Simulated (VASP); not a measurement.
# La2F3 (P6/mmm) in VASP: single point with PBE

Aim: the single point of La2F3 with PBE.

Everything below comes from runs of VASP 6.6.1. Logs are shortened: lines on timing, memory, paths and dates and some standing lists are left out, and cuts for length are marked.

### 1 The cell of the first run

It takes space group P6/mmm (No. 191, hexagonal). The conventional cell has a = 4.359 Å, b = 4.359 Å, c = 6.243 Å, α = 90.00°, β = 90.00°, γ = 120.00°. Within 4.1 Å of La (site symmetry 6/mmm) lie 2 La at 3.12 Å and 12 F at 3.81 Å. La (site symmetry 6/mmm) has 6 F at 2.18 Å within 2.9 Å. Within 2.9 Å of F (site symmetry mmm) lie 4 F at 2.18 Å and 2 La at 2.18 Å.

The cell was built from a structure type or drawn by symmetry, and may not be a known phase.

### 2 Single point, PBE

The input, INCAR:

```
SYSTEM = La2F3
ALGO     = Normal         ! electronic algorithm
EDIFF    = 1E-6           ! SCF threshold, eV
ENCUT    = 520            ! plane-wave cutoff, eV
GGA      = PE             ! functional
ISIF     = 2              ! what is computed and relaxed
ISMEAR   = 0              ! smearing method
LASPH    = .True.         ! aspherical terms in the spheres
LCHARG   = .False.        ! write CHGCAR
LREAL    = .False.        ! projectors in reciprocal space
LWAVE    = .False.        ! write WAVECAR
NBANDS   = 30             ! bands
NELM     = 100            ! most SCF steps
PREC     = Accurate       ! precision mode
SIGMA    = 0.1            ! smearing width, eV
```

The input, KPOINTS:

```
k-points
0
Gamma
  6 6 4
  0 0 0
```

The input, POSCAR:

```
La2F3
1.0
    4.3585770300      0.0000000000      0.0000000000
   -2.1792885100      3.7746384300      0.0000000000
    0.0000000000      0.0000000000      6.2428330500
La F
2 3
Direct
    0.0000000000      0.0000000000      0.5000000000
    0.0000000000      0.0000000000      0.0000000000
    0.5000000000      0.0000000000      0.0000000000
    0.0000000000      0.5000000000      0.0000000000
    0.5000000000      0.5000000000      0.0000000000
```

Potentials or basis: VASP PAW PBE potentials, release 64 (La, F).

On the command line:

```bash
$ cat potpaw_PBE.64/La/POTCAR potpaw_PBE.64/F/POTCAR > POTCAR
$ mpirun -np 1 vasp_std > vasp.out
```

OUTCAR:

```text
SYSTEM = La2F3
   EDIFF = 1E-6
   ENCUT = 520
   GGA = PE
   ISIF = 2
   ISMEAR = 0
   LASPH = .True.
   LREAL = .False.
   NELM = 100
   PREC = Accurate

 ion  position               nearest neighbor table
   1  0.000  0.000  0.500-   2 3.12   2 3.12
   2  0.000  0.000  0.000-   4 2.18   4 2.18   3 2.18   3 2.18   5 2.18   5 2.18   1 3.12   1 3.12

   3  0.500  0.000  0.000-   2 2.18   2 2.18
   4  0.000  0.500  0.000-   2 2.18   2 2.18
   5  0.500  0.500  0.000-   2 2.18   2 2.18

  LATTYP: Found a hexagonal cell.
 ALAT       =     4.3585770300
 C/A-ratio  =     1.4323099046

  Lattice vectors:

 A1 = (   4.3585770300,   0.0000000000,   0.0000000000)
 A2 = (  -2.1792885100,   3.7746384300,   0.0000000000)
 A3 = (   0.0000000000,   0.0000000000,   6.2428330500)

Analysis of symmetry for initial positions (statically):
=====================================================================
 Subroutine PRICEL returns:
 Original cell was already a primitive cell.

 Routine SETGRP: Setting up the symmetry group for a
 hexagonal supercell.

 Subroutine GETGRP returns: Found 24 space group operations
 (whereof 24 operations were pure point group operations)
 out of a pool of 24 trial point group operations.

The static configuration has the point symmetry D_6h.

Analysis of symmetry for dynamics (positions and initial velocities):
=====================================================================
 Subroutine PRICEL returns:
 Original cell was already a primitive cell.

 Routine SETGRP: Setting up the symmetry group for a
 hexagonal supercell.

 Subroutine GETGRP returns: Found 24 space group operations
 (whereof 24 operations were pure point group operations)
 out of a pool of 24 trial point group operations.

The dynamic configuration has the point symmetry D_6h.

 Subroutine INISYM returns: Found 24 space group operations
 (whereof 24 operations are pure point group operations),
 and found     1 'primitive' translations

----------------------------------------------------------------------------------------

                                     Primitive cell

  volume of cell :     102.7074

  direct lattice vectors                    reciprocal lattice vectors
     4.358577030  0.000000000  0.000000000     0.229432678  0.132463018  0.000000000
    -2.179288510  3.774638430  0.000000000     0.000000000  0.264926037  0.000000000
     0.000000000  0.000000000  6.242833050     0.000000000  0.000000000  0.160183685

  length of vectors
     4.358577030  4.358577025  6.242833050     0.264926037  0.264926037  0.160183685

  position of ions in fractional coordinates (direct lattice)
     0.000000000  0.000000000  0.500000000
     0.000000000  0.000000000  0.000000000
     0.500000000  0.000000000  0.000000000
     0.000000000  0.500000000  0.000000000
     0.500000000  0.500000000  0.000000000

  ion indices of the primitive-cell ions
   primitive index   ion index
                 1           1
                 2           2
                 3           3
                 4           4
                 5           5

----------------------------------------------------------------------------------------

 KPOINTS: k-points

Automatic generation of k-mesh.
 Grid dimensions read from file:
 generate k-points for:    6    6    4

 Generating k-lattice:

  Cartesian coordinates                     Fractional coordinates (reciprocal lattice)
     0.038238780  0.022077170  0.000000000     0.166666667  0.000000000  0.000000000
     0.000000000  0.044154339  0.000000000     0.000000000  0.166666667  0.000000000
     0.000000000  0.000000000  0.040045921     0.000000000  0.000000000  0.250000000

  Length of vectors
     0.044154339  0.044154339  0.040045921

  Shift w.r.t. Gamma in fractional coordinates (k-lattice)
     0.000000000  0.000000000  0.000000000

 Subroutine IBZKPT returns following result:
 ===========================================

 Found     21 irreducible k-points:

 Following reciprocal coordinates:
            Coordinates               Weight
  0.000000  0.000000  0.000000      1.000000
  0.166667  0.000000  0.000000      6.000000
  0.333333  0.000000  0.000000      6.000000
  0.500000  0.000000  0.000000      3.000000
  0.166667  0.166667  0.000000      6.000000
  0.333333  0.166667  0.000000     12.000000
[... 13 lines left out ...]
  0.333333  0.166667  0.500000     12.000000
  0.333333  0.333333  0.500000      2.000000
   k-points           NKPTS =     21   k-points in BZ     NKDIM =     21   number of bands    NBANDS=     30
   number of dos      NEDOS =    301   number of ions     NIONS =      5
   total plane-waves  NPLWV =  49152
   dimension x,y,z NGX =    32 NGY =   32 NGZ =   48
   dimension x,y,z NGXF=    64 NGYF=   64 NGZF=   96
   ions per type =               2   3
   NGX,Y,Z   is equivalent  to a cutoff of  12.21, 12.21, 12.78 a.u.
   NGXF,Y,Z  is equivalent  to a cutoff of  24.41, 24.41, 25.56 a.u.
 SYSTEM =  La2F3
   PREC   = accura    normal or accurate (medium, high low for compatibility)
   ISTART =      0    job   : 0-new  1-cont  2-samecut
   ICHARG =      2    charge: 1-file 2-atom 10-const
   ISPIN  =      1    spin polarized calculation?
   LNONCOLLINEAR =      F non collinear calculations
   LSORBIT =      F    spin-orbit coupling
   LASPH  =      T    aspherical Exc in radial PAW
   ENCUT  =  520.0 eV  38.22 Ry    6.18 a.u.   8.10  8.10 11.61*2*pi/ulx,y,z
   NELM   =    100;   NELMIN=  2; NELMDL= -5     # of ELM steps
   EDIFF  = 0.1E-05   stopping-criterion for ELM
   LREAL  =      F    real-space projection
   EDIFFG = 0.1E-04   stopping-criterion for IOM
   NSW    =      0    number of steps for IOM
   IBRION =     -1    ionic relax: 0-MD 1-quasi-New 2-CG
   NFREE  =      0    steps in history (QN), initial steepest desc. (CG)
   ISIF   =      2    stress and relaxation
   ISYM   =      2    0-nonsym 1-usesym 2-fastsym
   POTIM  = 0.5000    time-step for ionic-motion
   TEBEG  =    0.0;   TEEND  =   0.0 temperature during run
   PSTRESS=    0.0 pullay stress
   NELECT =      43.0000    total number of electrons
   NUPDOWN=      -1.0000    fix difference up-down
   EMIN   =  10.00;   EMAX   =-10.00  energy-range for DOS
   EFERMI =   0.00;   METHOD = LEGACY
   ISMEAR =     0;   SIGMA  =   0.10  broadening in eV -4-tet -1-fermi 0-gaus
   EFERMI_NEDOS =   21; number of points for ismear=-14 and -15
   IALGO  =     38    algorithm
   IMIX   =      4    mixing-type and parameters
     AMIX     =   0.40;   BMIX     =  1.00
     AMIX_MAG =   1.60;   BMIX_MAG =  1.00
  volume/ion in A,a.u.               =      20.54       138.62
  Fermi-wavevector in a.u.,A,eV,Ry     =   1.224702  2.314351 20.407306  1.499895
  Thomas-Fermi vector in A             =   2.359767
   LORBIT       =      0    0 simple, 1 ext, 2 COOP (PROOUT), +10 PAW based schemes
   GGA     = PE    functional components
   LHFCALC =     F    Hartree Fock is set to
   AEXX    =    0.0000 exact exchange contribution
   IVDW    =     0    specifies the selected vdW correction
   LEPSILON=     F    determine dielectric tensor
   LRPA    =     F    only Hartree local field effects (RPA)
 non-spin polarized calculation
 Gauss-broadening in eV      SIGMA  =   0.10
  energy-cutoff  :      520.00
  volume of cell :      102.71
 maximum number of plane-waves:      2778
   NGX = 17   NGY = 17   NGZ = 23

 number of electron      43.0000042 magnetization

 Free energy of the ion-electron system (eV)
  ---------------------------------------------------
  ext. energy  EPLUGINS =         0.00000000
  ---------------------------------------------------
  free energy    TOTEN  =       -23.18750017 eV

  energy without entropy =      -23.16251912  energy(sigma->0) =      -23.17500965

 E-fermi :   6.1057     XC(G=0):  -9.2772

 val. band max:        6.0781465705   @ k =   0.3333   0.0000   0.2500
 cond. band min:       6.1279181100   @ k =   0.3333   0.1667   0.5000
 fundamental gap:      0.0497715395
 Fermi energy:         6.1057131676

 k-point     1 :       0.0000    0.0000    0.0000
  band No.  band energies     occupation
      1     -27.9863      2.00000
      2     -25.4245      2.00000
      3     -17.6268      2.00000
      4     -16.7700      2.00000
      5     -16.7700      2.00000
      6     -12.4908      2.00000
[... 22 lines left out ...]
     29       6.8390      0.00000
     30       6.8391      0.00000

 k-point     2 :       0.1667    0.0000    0.0000
  band No.  band energies     occupation
      1     -27.9816      2.00000
      2     -25.3607      2.00000
      3     -17.8702      2.00000
      4     -16.9364      2.00000
      5     -16.8528      2.00000
      6     -12.4784      2.00000
[... 22 lines left out ...]
     29       6.8555      0.00000
     30       6.8722      0.00000

 k-point     3 :       0.3333    0.0000    0.0000
  band No.  band energies     occupation
      1     -27.9721      2.00000
      2     -25.2244      2.00000
      3     -18.4278      2.00000
      4     -17.0907      2.00000
      5     -17.0067      2.00000
      6     -12.4536      2.00000
[... 22 lines left out ...]
     29       6.8830      0.00000
     30       6.8985      0.00000

 k-point     4 :       0.5000    0.0000    0.0000
  band No.  band energies     occupation
      1     -27.9673      2.00000
      2     -25.1513      2.00000
      3     -18.7061      2.00000
      4     -17.1332      2.00000
      5     -17.0784      2.00000
      6     -12.4411      2.00000
[... 517 lines left out ...]
     29       6.8891      0.00000
     30       7.0444      0.00000

 k-point    20 :       0.3333    0.1667    0.5000
  band No.  band energies     occupation
      1     -27.9564      2.00000
      2     -25.1804      2.00000
      3     -18.5520      2.00000
      4     -17.7261      2.00000
      5     -16.6305      2.00000
      6     -11.8972      2.00000
[... 22 lines left out ...]
     29       6.9318      0.00000
     30       7.1919      0.00000

 k-point    21 :       0.3333    0.3333    0.5000
  band No.  band energies     occupation
      1     -27.9542      2.00000
      2     -25.1432      2.00000
      3     -18.3105      2.00000
      4     -18.3105      2.00000
      5     -16.4666      2.00000
      6     -11.8934      2.00000
[... 22 lines left out ...]
     29       6.9557      0.00000
     30       6.9611      0.00000

------------------------ aborting loop because EDIFF is reached ----------------------------------------

  FORCE on cell =-STRESS in cart. coord.  units (eV):
  Direction    XX          YY          ZZ          XY          YZ          ZX
  --------------------------------------------------------------------------------------
  -------------------------------------------------------------------------------------
  Total       19.4689061     19.4689061     11.2400558      0.0000000     -0.0000000      0.0000000
  in kB      303.7038721    303.7038718    175.3384833      0.0000004     -0.0000000      0.0000000
  external PRESSURE =     260.9154091 kB  Pullay stress =       0.0000000 kB

 VOLUME and BASIS-vectors are now :
 -----------------------------------------------------------------------------
  energy-cutoff  :      520.00
  volume of cell :      102.71
      direct lattice vectors                 reciprocal lattice vectors
     4.358577030  0.000000000  0.000000000     0.229432678  0.132463018  0.000000000
    -2.179288510  3.774638430  0.000000000     0.000000000  0.264926037  0.000000000
     0.000000000  0.000000000  6.242833050     0.000000000  0.000000000  0.160183685

 POSITION                                       TOTAL-FORCE (eV/Angst)
 -----------------------------------------------------------------------------------
      0.00000      0.00000      3.12142        -0.000000      0.000000      0.000000
      0.00000      0.00000      0.00000        -0.000000      0.000000      0.000000
      2.17929      0.00000      0.00000         0.000000      0.000000      0.000000
     -1.08964      1.88732      0.00000        -0.000000      0.000000      0.000000
      1.08964      1.88732      0.00000        -0.000000      0.000000      0.000000
 -----------------------------------------------------------------------------------
    total drift:                                0.000000      0.000000     -0.000000

  FREE ENERGIE OF THE ION-ELECTRON SYSTEM (eV)
  ---------------------------------------------------
  free  energy   TOTEN  =       -23.1875001727 eV

  energy  without entropy=      -23.1625191232  energy(sigma->0) =      -23.17500965
```

It took 2.1 min on 1 thread of Intel Xeon 8259CL, shared host; peak memory 0.25 GiB.

What came out:

| Quantity | Value |
| --- | --- |
| Free energy | -23.1875 eV |
| Pressure | 26.1 GPa |
| Band gap on the k mesh | zero (an odd number of electrons rules out a gap without spin polarisation) |

Stress tensor (GPa, compression positive):
```
30.37  0.00  0.00
 0.00 30.37  0.00
 0.00  0.00 17.53
```

Caveat: the cell stands under pressure; spin-orbit coupling is left out, which moves the levels of the heavy elements; an odd number of electrons without spin polarisation forces a metal; a magnetic or distorted state may lie lower.
